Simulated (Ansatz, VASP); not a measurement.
**One calculation of MgSe, two programs**

```
CELL_PARAMETERS angstrom
0.00000 2.72550 2.72550
2.72550 0.00000 2.72550
2.72550 2.72550 0.00000
ATOMIC_POSITIONS crystal
Mg 0.00000 0.00000 0.00000
Se 0.50000 0.50000 0.50000
```

Alike in both runs: task single point; functional PBEsol; k mesh 8 × 8 × 8; occupations gaussian, width 0.05 eV; no spin polarisation.

|  | VASP | Ansatz |
| --- | --- | --- |
| version | VASP 6.6.1 | Ansatz 0.2.0 |
| potentials or method | VASP PAW PBE potentials, release 64 (Mg, Se), cutoff 600 eV | scalar-relativistic, plane waves, PAW |
| valence electrons in the cell | 8 | 26 |

Ansatz gave:

```
gap on the k mesh at the Fermi level (eV) : 1.77
least direct gap on the mesh (eV)         : 2.50
pressure (GPa)                            : 0.0
```

Task: Estimate VASP's values.

Result: gap on the k mesh at the Fermi level (eV): 1.76; least direct gap on the mesh (eV): 2.50; pressure (GPa): -0.1.

VASP's potentials were made for PBE, not for PBEsol. With one functional, cell and mesh, what is left measures potentials, basis and numerics. VASP's potentials hold 8 valence electrons a cell and Ansatz's 26, so a difference there can come from the potentials and not from the codes.
